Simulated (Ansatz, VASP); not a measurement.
# Cu2H3: VASP beside Ansatz

```
Cu H
1.0
     4.07603    0.00000    0.00000
    -2.03801    3.52994    0.00000
     0.00000    0.00000    3.18397
Cu H
2 3
Cartesian
  0.0000 2.3533 1.5920
  2.0380 1.1766 1.5920
  0.0000 2.3533 0.0000
  2.0380 1.1766 0.0000
  0.0000 0.0000 1.5920
```

Alike in both runs: functional PBE; k mesh 6 × 6 × 6; occupations gaussian, width 0.1 eV; no spin polarisation.

Ansatz relaxed the structure, and its values are those at the end. VASP's run is a single point on that final structure, the one shown.

|  | VASP | Ansatz |
| --- | --- | --- |
| version | VASP 6.6.1 | Ansatz 0.2.0 |
| potentials or method | VASP PAW PBE potentials, release 64 (Cu, H), cutoff 520 eV | scalar-relativistic, plane waves, PAW |
| valence electrons in the cell | 25 | 41 |

|  | VASP | Ansatz | Ansatz less VASP |
| --- | --- | --- | --- |
| gap on the k mesh at the Fermi level (eV) | none | none | - |
| pressure (GPa) | 0.1 | 0.1 | -0.02 |

A gap of «none» marks a metal or a gap that the smearing closes. VASP's potentials hold 25 valence electrons a cell and Ansatz's 41, so a difference there can come from the potentials and not from the codes.
